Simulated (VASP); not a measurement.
# Ca2Ir (Fm-3m) in VASP: further runs, part 3 of 3

VASP 6.6.1.

### Step 6. Single point, PBE

This run uses another cell than the first one, of 27.17 Å³/atom.

File INCAR:

```
PREC = Accurate
ENCUT = 520
EDIFF = 1E-6
ISMEAR = 0
SIGMA = 0.1
LREAL = F
LASPH = T
NELM = 80
ALGO = Fast
ISIF = 2
LWAVE = F
LCHARG = T
GGA = PE
LELF = T
LVHAR = T
NBANDS = 22
```

File KPOINTS:

```
Automatic mesh
0
Gamma
  12 12 12
```

File POSCAR:

```
Ca2Ir
1.0
    0.0000000000      3.4411555218      3.4411555218
    3.4411555218      0.0000000000      3.4411555218
    3.4411555218      3.4411555218      0.0000000000
Ca Ir
2 1
Direct
    0.2500000000      0.2500000000      0.2500000000
    0.7500000000      0.7500000000      0.7500000000
    0.0000000000      0.0000000000      0.0000000000
```

Potentials or basis: VASP PAW PBE potentials, release 64 (Ca_sv, Ir).

Run with:

```bash
> cat potpaw_PBE.64/Ca_sv/POTCAR potpaw_PBE.64/Ir/POTCAR > POTCAR
> mpirun -np 1 vasp_std > vasp.out
```

OUTCAR:

```text
PREC = Accurate
   ENCUT = 520
   EDIFF = 1E-6
   ISMEAR = 0
   LREAL = F
   LASPH = T
   NELM = 80
   ISIF = 2
   GGA = PE

 ion  position               nearest neighbor table
   1  0.250  0.250  0.250-   3 2.98   3 2.98   3 2.98   3 2.98
   2  0.750  0.750  0.750-   3 2.98   3 2.98   3 2.98   3 2.98
   3  0.000  0.000  0.000-   1 2.98   2 2.98   2 2.98   2 2.98   2 2.98   1 2.98   1 2.98   1 2.98

  LATTYP: Found a face centered cubic cell.
 ALAT       =     6.8823110436

  Lattice vectors:

 A1 = (   0.0000000000,   3.4411555218,   3.4411555218)
 A2 = (   3.4411555218,   0.0000000000,   3.4411555218)
 A3 = (   3.4411555218,   3.4411555218,   0.0000000000)

Analysis of symmetry for initial positions (statically):
=====================================================================
 Subroutine PRICEL returns:
 Original cell was already a primitive cell.

 Routine SETGRP: Setting up the symmetry group for a
 face centered cubic supercell.

 Subroutine GETGRP returns: Found 48 space group operations
 (whereof 48 operations were pure point group operations)
 out of a pool of 48 trial point group operations.

The static configuration has the point symmetry O_h .

Analysis of symmetry for dynamics (positions and initial velocities):
=====================================================================
 Subroutine PRICEL returns:
 Original cell was already a primitive cell.

 Routine SETGRP: Setting up the symmetry group for a
 face centered cubic supercell.

 Subroutine GETGRP returns: Found 48 space group operations
 (whereof 48 operations were pure point group operations)
 out of a pool of 48 trial point group operations.

The dynamic configuration has the point symmetry O_h .

 Subroutine INISYM returns: Found 48 space group operations
 (whereof 48 operations are pure point group operations),
 and found     1 'primitive' translations

----------------------------------------------------------------------------------------

                                     Primitive cell

  volume of cell :      81.4972

  direct lattice vectors                    reciprocal lattice vectors
     0.000000000  3.441155522  3.441155522    -0.145300030  0.145300030  0.145300030
     3.441155522  0.000000000  3.441155522     0.145300030 -0.145300030  0.145300030
     3.441155522  3.441155522  0.000000000     0.145300030  0.145300030 -0.145300030

  length of vectors
     4.866528809  4.866528809  4.866528809     0.251667034  0.251667034  0.251667034

  position of ions in fractional coordinates (direct lattice)
     0.250000000  0.250000000  0.250000000
     0.750000000  0.750000000  0.750000000
     0.000000000  0.000000000  0.000000000

  ion indices of the primitive-cell ions
   primitive index   ion index
                 1           1
                 2           2
                 3           3

----------------------------------------------------------------------------------------

 KPOINTS: Automatic mesh

Automatic generation of k-mesh.
 Grid dimensions read from file:
 generate k-points for:   12   12   12

 Generating k-lattice:

  Cartesian coordinates                     Fractional coordinates (reciprocal lattice)
    -0.012108336  0.012108336  0.012108336     0.083333333  0.000000000  0.000000000
     0.012108336 -0.012108336  0.012108336     0.000000000  0.083333333  0.000000000
     0.012108336  0.012108336 -0.012108336     0.000000000  0.000000000  0.083333333

  Length of vectors
     0.020972253  0.020972253  0.020972253

  Shift w.r.t. Gamma in fractional coordinates (k-lattice)
     0.000000000  0.000000000  0.000000000

 Subroutine IBZKPT returns following result:
 ===========================================

 Found     72 irreducible k-points:

 Following reciprocal coordinates:
            Coordinates               Weight
  0.000000  0.000000  0.000000      1.000000
  0.083333  0.000000  0.000000      8.000000
  0.166667  0.000000  0.000000      8.000000
  0.250000  0.000000  0.000000      8.000000
  0.333333  0.000000  0.000000      8.000000
  0.416667  0.000000  0.000000      8.000000
[... 16 lines left out ...]
  0.500000  0.166667  0.000000     24.000000
 -0.416667  0.166667  0.000000     24.000000
 [... further k-points ...]
   k-points           NKPTS =     72   k-points in BZ     NKDIM =     72   number of bands    NBANDS=     22
   number of dos      NEDOS =    301   number of ions     NIONS =      3
   total plane-waves  NPLWV =  46656
   dimension x,y,z NGX =    36 NGY =   36 NGZ =   36
   dimension x,y,z NGXF=    72 NGYF=   72 NGZF=   72
   ions per type =               2   1
   NGX,Y,Z   is equivalent  to a cutoff of  12.30, 12.30, 12.30 a.u.
   NGXF,Y,Z  is equivalent  to a cutoff of  24.60, 24.60, 24.60 a.u.
 SYSTEM =  unknown system
   PREC   = accura    normal or accurate (medium, high low for compatibility)
   ISTART =      0    job   : 0-new  1-cont  2-samecut
   ICHARG =      2    charge: 1-file 2-atom 10-const
   ISPIN  =      1    spin polarized calculation?
   LNONCOLLINEAR =      F non collinear calculations
   LSORBIT =      F    spin-orbit coupling
   LASPH  =      T    aspherical Exc in radial PAW
   ENCUT  =  520.0 eV  38.22 Ry    6.18 a.u.   9.05  9.05  9.05*2*pi/ulx,y,z
   NELM   =     80;   NELMIN=  2; NELMDL= -5     # of ELM steps
   EDIFF  = 0.1E-05   stopping-criterion for ELM
   LREAL  =      F    real-space projection
   EDIFFG = 0.1E-04   stopping-criterion for IOM
   NSW    =      0    number of steps for IOM
   IBRION =     -1    ionic relax: 0-MD 1-quasi-New 2-CG
   NFREE  =      0    steps in history (QN), initial steepest desc. (CG)
   ISIF   =      2    stress and relaxation
   ISYM   =      2    0-nonsym 1-usesym 2-fastsym
   POTIM  = 0.5000    time-step for ionic-motion
   TEBEG  =    0.0;   TEEND  =   0.0 temperature during run
   PSTRESS=    0.0 pullay stress
   NELECT =      29.0000    total number of electrons
   NUPDOWN=      -1.0000    fix difference up-down
   EMIN   =  10.00;   EMAX   =-10.00  energy-range for DOS
   EFERMI =   0.00;   METHOD = LEGACY
   ISMEAR =     0;   SIGMA  =   0.10  broadening in eV -4-tet -1-fermi 0-gaus
   EFERMI_NEDOS =   21; number of points for ismear=-14 and -15
   IALGO  =     68    algorithm
   IMIX   =      4    mixing-type and parameters
     AMIX     =   0.40;   BMIX     =  1.00
     AMIX_MAG =   1.60;   BMIX_MAG =  1.00
  volume/ion in A,a.u.               =      27.17       183.32
  Fermi-wavevector in a.u.,A,eV,Ry     =   1.160094  2.192260 18.310968  1.345818
  Thomas-Fermi vector in A             =   2.296680
   LORBIT       =      0    0 simple, 1 ext, 2 COOP (PROOUT), +10 PAW based schemes
   GGA     = PE    functional components
   LHFCALC =     F    Hartree Fock is set to
   AEXX    =    0.0000 exact exchange contribution
   IVDW    =     0    specifies the selected vdW correction
   LEPSILON=     F    determine dielectric tensor
   LRPA    =     F    only Hartree local field effects (RPA)
 non-spin polarized calculation
 RMM-DIIS sequential band-by-band and
 Gauss-broadening in eV      SIGMA  =   0.10
  energy-cutoff  :      520.00
  volume of cell :       81.50
 maximum number of plane-waves:      2214
   NGX = 19   NGY = 19   NGZ = 19

 number of electron      29.0000007 magnetization

 Free energy of the ion-electron system (eV)
  ---------------------------------------------------
  ext. energy  EPLUGINS =         0.00000000
  ---------------------------------------------------
  free energy    TOTEN  =       -13.34172993 eV

  energy without entropy =      -13.32759114  energy(sigma->0) =      -13.33466054

 E-fermi :   3.0983     XC(G=0):  -9.3322

 val. band max:        3.0846883982   @ k =  -0.3333   0.5000   0.1667
 cond. band min:       3.1002560724   @ k =  -0.4167   0.3333   0.0000
 fundamental gap:      0.0155676742
 Fermi energy:         3.0982595532

 k-point     1 :       0.0000    0.0000    0.0000
  band No.  band energies     occupation
      1     -37.2980      2.00000
      2     -37.2238      2.00000
      3     -18.4301      2.00000
      4     -18.4301      2.00000
      5     -18.4301      2.00000
      6     -18.2127      2.00000
[... 14 lines left out ...]
     21       8.9693      0.00000
     22       8.9699      0.00000
[... 552 lines left out ...]
  band No.  band energies     occupation
      1     -37.2624      2.00000
      2     -37.2577      2.00000
      3     -18.4340      2.00000
      4     -18.3771      2.00000
      5     -18.3635      2.00000
      6     -18.2870      2.00000
[... 14 lines left out ...]
     21       7.1036      0.00000
     22       7.5966      0.00000

 [... further k-points ...]

------------------------ aborting loop because EDIFF is reached ----------------------------------------

  FORCE on cell =-STRESS in cart. coord.  units (eV):
  Direction    XX          YY          ZZ          XY          YZ          ZX
  --------------------------------------------------------------------------------------
  -------------------------------------------------------------------------------------
  Total        0.0525186      0.0525186      0.0525186      0.0000000      0.0000000      0.0000000
  in kB        1.0324776      1.0324776      1.0324776      0.0000000      0.0000000      0.0000000
  external PRESSURE =       1.0324776 kB  Pullay stress =       0.0000000 kB

 VOLUME and BASIS-vectors are now :
 -----------------------------------------------------------------------------
  energy-cutoff  :      520.00
  volume of cell :       81.50
      direct lattice vectors                 reciprocal lattice vectors
     0.000000000  3.441155522  3.441155522    -0.145300030  0.145300030  0.145300030
     3.441155522  0.000000000  3.441155522     0.145300030 -0.145300030  0.145300030
     3.441155522  3.441155522  0.000000000     0.145300030  0.145300030 -0.145300030

 POSITION                                       TOTAL-FORCE (eV/Angst)
 -----------------------------------------------------------------------------------
      1.72058      1.72058      1.72058         0.000000      0.000000      0.000000
      5.16173      5.16173      5.16173        -0.000000      0.000000     -0.000000
      0.00000      0.00000      0.00000        -0.000000     -0.000000     -0.000000
 -----------------------------------------------------------------------------------
    total drift:                                0.000000      0.000000      0.000000

  FREE ENERGIE OF THE ION-ELECTRON SYSTEM (eV)
  ---------------------------------------------------
  free  energy   TOTEN  =       -13.3417299314 eV

  energy  without entropy=      -13.3275911433  energy(sigma->0) =      -13.33466054
```

OSZICAR:

```text
N       E                     dE             d eps       ncg     rms          rms(c)
DAV:   1     0.265378070251E+03    0.26538E+03   -0.13815E+04  3192   0.122E+03
DAV:   2     0.458667042964E+01   -0.26079E+03   -0.24642E+03  3204   0.373E+02
DAV:   3    -0.125125038400E+02   -0.17099E+02   -0.16653E+02  5568   0.788E+01
DAV:   4    -0.135389770780E+02   -0.10265E+01   -0.10192E+01  4634   0.170E+01
DAV:   5    -0.135895641233E+02   -0.50587E-01   -0.50545E-01  4814   0.285E+00    0.518E+00
RMM:   6    -0.134218310142E+02    0.16773E+00   -0.73048E-02  3665   0.257E+00    0.298E+00
RMM:   7    -0.133397700519E+02    0.82061E-01   -0.16117E-01  4124   0.312E+00    0.423E-01
RMM:   8    -0.133400961691E+02   -0.32612E-03   -0.28099E-02  4514   0.133E+00    0.375E-01
RMM:   9    -0.133411710340E+02   -0.10749E-02   -0.92662E-03  4858   0.611E-01    0.106E-01
RMM:  10    -0.133415714963E+02   -0.40046E-03   -0.31546E-03  5123   0.251E-01    0.499E-02
RMM:  11    -0.133416693623E+02   -0.97866E-04   -0.86933E-04  5161   0.123E-01    0.219E-02
RMM:  12    -0.133416985296E+02   -0.29167E-04   -0.37748E-04  5208   0.739E-02    0.682E-03
RMM:  13    -0.133417164363E+02   -0.17907E-04   -0.18711E-04  4912   0.389E-02    0.748E-03
RMM:  14    -0.133417237834E+02   -0.73471E-05   -0.65302E-05  4356   0.229E-02    0.642E-03
RMM:  15    -0.133417272742E+02   -0.34908E-05   -0.31438E-05  4026   0.149E-02    0.589E-03
RMM:  16    -0.133417300050E+02   -0.27308E-05   -0.11452E-05  4089   0.161E-02    0.673E-03
RMM:  17    -0.133417299314E+02    0.73604E-07   -0.74437E-06  3476   0.967E-03
   1 F= -.13341730E+02 E0= -.13334661E+02  d E =-.141388E-01
```

It took 6.1 min on 1 thread of AMD EPYC 7R13, shared host; peak memory 0.27 GiB.

Results:

```yaml
Free_energy: -13.3417 eV
Pressure: 0.1 GPa
Band_gap_on_the_k_mesh: zero (an odd number of electrons rules out a gap without spin polarisation)
```

Levels at points of the mesh, in eV from the Fermi level:
```
           k point  band 11  band 12  band 13  band 14  band 15  band 16  band 17  band 18
(0.00, 0.00, 0.00)    -1.53    -1.21    -1.21    -1.21     1.14     1.14     1.14     3.48
(0.50, 0.00, 0.00)    -1.39    -1.35    -1.19    -1.19    -1.04     1.99     1.99     3.69
(0.50, 0.50, 0.00)    -1.85    -1.17    -1.17    -0.84    -0.84     2.48     2.49     2.49
```

Caveat: spin-orbit coupling is left out, which moves the levels of the heavy elements.

### Step 7. Relaxation of cell and atoms, PBE

This run uses another cell than the first one, of 26.96 Å³/atom.

File INCAR:

```
PREC = Accurate
ENCUT = 600
EDIFF = 1E-7
ISMEAR = 0
SIGMA = 0.1
LREAL = False
LASPH = True
NELM = 60
ALGO = Fast
ISIF = 3
LWAVE = False
LCHARG = False
GGA = PE
IBRION = 2
NSW = 100
EDIFFG = -0.01
```

File KPOINTS:

```
regular mesh
0
Gamma
  12 12 12
```

File POSCAR:

```
Ca2Ir
1.0
    0.0000000000      3.4325930886      3.4325930886
    3.4325930886      0.0000000000      3.4325930886
    3.4325930886      3.4325930886      0.0000000000
Ca Ir
2 1
Direct
    0.2500000000      0.2500000000      0.2500000000
    0.7500000000      0.7500000000      0.7500000000
    0.0000000000      0.0000000000      0.0000000000
```

Run with:

```bash
> cat potpaw_PBE.64/Ca_sv/POTCAR potpaw_PBE.64/Ir/POTCAR > POTCAR
> mpirun -np 1 vasp_std > vasp.out
```

Run time: 17 min. Hardware: 1 thread of AMD EPYC 7R13, shared host; peak memory 0.32 GiB.

The run converged. Its results:

```
Free energy                           : -13.3421 eV
Relaxed volume                        : 27.24 Å³/atom
Relaxed cell                          : a = 4.871 Å, b = 4.871 Å, c = 4.871 Å, α = 60.00°, β = 60.00°, γ = 60.00°
Space group after relaxing (to 0.1 Å) : Fm-3m (No. 225)
Energy gained by relaxing             : 0.4 meV/atom
Ionic steps                           : 3
Pressure after relaxing               : 0.0 GPa
Band gap on the k mesh                : zero (an odd number of electrons rules out a gap without spin polarisation)
```

Step by step:
```tsv
step	energy change (eV)	largest force (eV/Å)	pressure (GPa)	volume (Å³)
1	0.0000	0.0000	0.49	80.89
2	-0.0012	0.0000	-0.09	81.87
3	-0.0013	0.0000	0.00	81.72
```

Final structure:
```
CELL_PARAMETERS angstrom
0.00000 3.44426 3.44426
3.44426 0.00000 3.44426
3.44426 3.44426 0.00000
ATOMIC_POSITIONS crystal
Ca 0.25000 0.25000 0.25000
Ca 0.75000 0.75000 0.75000
Ir 0.00000 0.00000 0.00000
```

Levels at points of the mesh, in eV from the Fermi level:
```tsv
k point	band 11	band 12	band 13	band 14	band 15	band 16	band 17	band 18
(0.00, 0.00, 0.00)	-1.53	-1.21	-1.21	-1.21	1.14	1.14	1.14	3.47
(0.50, 0.00, 0.00)	-1.38	-1.35	-1.18	-1.18	-1.04	1.98	1.98	3.76
(0.50, 0.50, 0.00)	-1.84	-1.16	-1.16	-0.84	-0.83	2.48	2.48	2.49
```

Caveat: spin-orbit coupling is left out, which moves the levels of the heavy elements.

### Step 8. The runs side by side

```csv
task,spin,cell,k mesh,cutoff (eV),gap on the mesh (eV),pressure (GPa),relaxed volume (Å³/atom)
single point,off,"a = 4.237 Å, angles 60.0°, 3 atoms",6 × 6 × 6,520,none,45.4,-
single point,off,"a = 4.854 Å, angles 60.0°, 3 atoms",6 × 6 × 6,520,none,0.5,-
single point,collinear,"a = 4.854 Å, angles 60.0°, 3 atoms",4 × 4 × 4,520,none,0.6,-
relaxation of cell and atoms,off,"relaxed from a = 4.237 Å, angles 60.0°, 3 atoms",6 × 6 × 6,600,none,-0.2,27.33
single point,off,"a = 4.867 Å, angles 60.0°, 3 atoms",12 × 12 × 12,520,none,0.1,-
relaxation of cell and atoms,off,"relaxed from a = 4.854 Å, angles 60.0°, 3 atoms",12 × 12 × 12,600,none,0.0,27.24
```

Alike in all rows: level PBE; potentials or basis VASP PAW PBE potentials, release 64 (Ca_sv, Ir); smearing gaussian 0.1 eV.

Caveats: some runs use coarse meshes; spin-orbit coupling is left out, which moves the levels of the heavy elements; the cell stands under pressure (at least some runs); the volume moved by over 15 % at a fixed basis, so the end points are rough (at least some runs).

Absolute energies hang on the potentials; compare differences alone.

The gap in the log of VASP goes by the Fermi energy; the results here count the filled bands.